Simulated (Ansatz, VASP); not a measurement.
# One calculation of FeCo, two programs

```
Fe Co
1.0
     2.76050    0.00000    0.00000
     0.00000    2.76050    0.00000
     0.00000    0.00000    2.76050
Fe Co
1 1
Direct
  0.50000 0.50000 0.50000
  0.00000 0.00000 0.00000
```

Alike in both runs: task single point; functional PBE; k mesh 16 × 16 × 16; occupations gaussian, width 0.05 eV; no spin polarisation.

|  | VASP | Ansatz |
| --- | --- | --- |
| version | VASP 6.6.1 | Ansatz 0.2.0 |
| potentials or method | VASP PAW PBE potentials, release 64 (Fe, Co), cutoff 600 eV | scalar-relativistic, plane waves, PAW |
| valence electrons in the cell | 17 | 33 |

```tsv
	VASP	Ansatz	Ansatz less VASP
gap on the k mesh at the Fermi level (eV)	none	none	-
pressure (GPa)	-0.8	0.0	+0.76
```

A gap of «none» marks a metal or a gap that the smearing closes. VASP's potentials hold 17 valence electrons a cell and Ansatz's 33, so a difference there can come from the potentials and not from the codes.
